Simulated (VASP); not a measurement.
A run of VASP 6.6.1 is set up as follows.

INCAR

```
SYSTEM = Fe
PREC = Accurate
ENCUT = 520
EDIFF = 1E-6
ISMEAR = -1
SIGMA = 0.1
LREAL = .False.
LASPH = .True.
NELM = 150
ALGO = Normal
ISIF = 2
LWAVE = .False.
LCHARG = .False.
ISPIN = 2
MAGMOM = 4 4
LORBIT = 11
LMAXMIX = 4
LDAU = .True.
LDAUTYPE = 2
LDAUL = 2
LDAUU = 4
LDAUJ = 0
LDAUPRINT = 1
GGA = PE
ISYM = 0
NBANDS = 19
```

The input KPOINTS:

```
regular mesh
0
Gamma
  12 11 6
  0 0 0
```

POSCAR

```
Fe
1.0
    1.4357100000     -1.4357100000     -1.4357100000
   -2.8714200000      0.0000000000      0.0000000000
    0.0000000000      2.8714200000     -2.8714200000
Fe
2
Direct
    0.0000000000      0.0000000000      0.0000000000
    0.0000000000      0.5000000000      0.5000000000
```

Potentials or basis: VASP PAW PBE potentials, release 64 (Fe).

Command:

```bash
$ cat potpaw_PBE.64/Fe/POTCAR > POTCAR
$ mpirun -np 1 vasp_std > vasp.out
```

Task: Predict the pressure.

Result: 11.8 GPa.

Task: Estimate the site moments.

Result: Fe +2.94 μB.

Eigenvalues of the final occupation matrices:
```csv
site,spin,trace,eigenvalues
site 1 d,1,4.67,0.93 0.93 0.93 0.94 0.94
site 1 d,2,1.58,0.20 0.21 0.37 0.40 0.40
site 2 d,1,4.67,0.93 0.93 0.93 0.94 0.94
site 2 d,2,1.58,0.20 0.21 0.37 0.40 0.40
```

Caveat: the cell stands under pressure; the U is typed as a test and isn't derived for this compound. The state reached can hang on the start; a lower one may exist.
